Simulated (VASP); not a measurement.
Write the native input for VASP 6.6.1 that does the following.

```yaml
Task: single point
Functional: r2SCAN
Potentials_or_basis: VASP PAW PBE potentials, release 64 (Cu, Zn, Sn_d, S)
Cutoff: 520 eV
k_mesh: 6 × 6 × 6
Occupations: gaussian, width 0.01 eV
Spin: no spin polarisation
Dipole_correction: no
Further_INCAR_settings: ALGO = Normal; EDIFF = 1e-06; NBANDS = 46
```

ZnCu2SnS4:

```
Cu Zn Sn S
1.0
    -2.67964    2.67964    5.35663
     2.67964   -2.67964    5.35663
     2.67964    2.67964   -5.35663
Cu Zn Sn S
2 1 1 4
Direct
  0.00000 0.00000 0.00000
  0.75000 0.25000 0.50000
  0.25000 0.75000 0.50000
  0.50000 0.50000 0.00000
  0.10658 0.62870 0.99354
  0.37130 0.36484 0.47788
  0.63516 0.11304 0.00646
  0.88696 0.89342 0.52212
```

These files were run (other wordings do the same):

POSCAR

```
ZnCu2SnS4
1.0
   -2.6796377778      2.6796377778      5.3566269068
    2.6796377778     -2.6796377778      5.3566269068
    2.6796377778      2.6796377778     -5.3566269068
Cu Zn Sn S
2 1 1 4
Direct
    0.0000000000      0.0000000000      0.0000000000
    0.7500000000      0.2500000000      0.5000000000
    0.2500000000      0.7500000000      0.5000000000
    0.5000000000      0.5000000000      0.0000000000
    0.1065752453      0.6286969754      0.9935355563
    0.3713030246      0.3648385809      0.4778782699
    0.6351614191      0.1130396890      0.0064644437
    0.8869603110      0.8934247547      0.5221217301
```

INCAR.step1

```
  PREC = Accurate
  ENCUT = 520
  ISMEAR = 0
  SIGMA = 0.01
  LREAL = False
  LASPH = True
  NELM = 80
  NBANDS = 46
  GGA = PE
  ALGO = Normal
  EDIFF = 1E-4
  LWAVE = True
  LCHARG = False
```

INCAR.step2

```
  PREC = Accurate
  ENCUT = 520
  EDIFF = 1E-6
  ISMEAR = 0
  SIGMA = 0.01
  LREAL = False
  LASPH = True
  NELM = 80
  ALGO = Normal
  ISIF = 2
  LWAVE = False
  LCHARG = False
  METAGGA = R2SCAN
  LMIXTAU = True
  NBANDS = 46
  ISTART = 1
```

KPOINTS

```
Automatic mesh
0
Gamma
  6 6 6
```

Potentials or basis: VASP PAW PBE potentials, release 64 (Cu, Zn, Sn_d, S).

Launch:

```console
$ cat potpaw_PBE.64/Cu/POTCAR potpaw_PBE.64/Zn/POTCAR potpaw_PBE.64/Sn_d/POTCAR potpaw_PBE.64/S/POTCAR > POTCAR
$ cp INCAR.step1 INCAR
$ mpirun -np 1 vasp_std > vasp.out
$ cp INCAR.step2 INCAR
$ mpirun -np 1 vasp_std > vasp.out
```

It gave:

```json
{"Pressure": "2.6 GPa", "Largest force": "0.070 eV/Å", "Band gap on the k mesh": "0.63 eV"}
```

Caveat: semilocal functionals underestimate gaps, and a narrow one can read as zero; the PAW data sets were made with another functional, which shifts forces and pressure a little; spin-orbit coupling is left out, which moves the levels of the heavy elements.

Wall time 29 min on 1 thread of Intel Xeon 8259CL, on a shared host, peak memory 0.54 GiB.
